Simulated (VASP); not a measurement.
**TiAl: single point with r2SCAN**

Crystal: TiAl.

```
Ti Al
1.0
     2.77889    0.00000    0.00000
    -1.38945    2.40659    0.00000
     0.00000    0.00000    4.93786
Ti Al
1 1
Direct
  0.00000 0.00000 0.00000
  0.33333 0.66667 0.50000
```

This cell differs from its parent crystal: ratio of the length along z to the lengths across it x 1.1, volume and fractional coordinates fixed.

* Program: VASP 6.6.1
* Task: single point
* Functional: r2SCAN
* Potentials or basis: VASP PAW PBE potentials, release 64 (Ti_sv, Al)
* Cutoff: 520 eV
* k mesh: 24 × 24 × 14
* Occupations: gaussian, width 0.15 eV
* Spin: no spin polarisation

The pressure is -0.2 GPa and the band gap on the k mesh is zero (an odd number of electrons rules out a gap without spin polarisation).

Stress tensor (GPa, compression positive):
```
  5.39   0.00   0.00
  0.00   5.39   0.00
  0.00   0.00 -11.50
```

Levels at points of the mesh, in eV from the Fermi level:
```tsv
k point	band 4	band 5	band 6	band 7	band 8	band 9	band 10	band 11
(0.00, 0.00, 0.00)	-33.61	-9.75	-2.88	-2.83	1.44	1.44	3.18	3.31
(0.50, 0.00, 0.00)	-33.79	-3.89	-2.82	-1.69	-1.28	2.57	3.89	4.00
(0.00, 0.00, 0.50)	-33.61	-9.03	-5.87	-1.00	1.44	1.44	3.27	3.27
(0.50, 0.00, 0.50)	-33.79	-3.77	-2.71	-2.06	0.57	0.92	2.46	2.55
```

Run time: 17 min on 1 thread of Intel Xeon 8259CL, on a shared host, peak memory 0.36 GiB.

Caveat: the stress differs along the axes, from -12 to 5 GPa; the PAW data sets were made with another functional, which shifts forces and pressure a little.
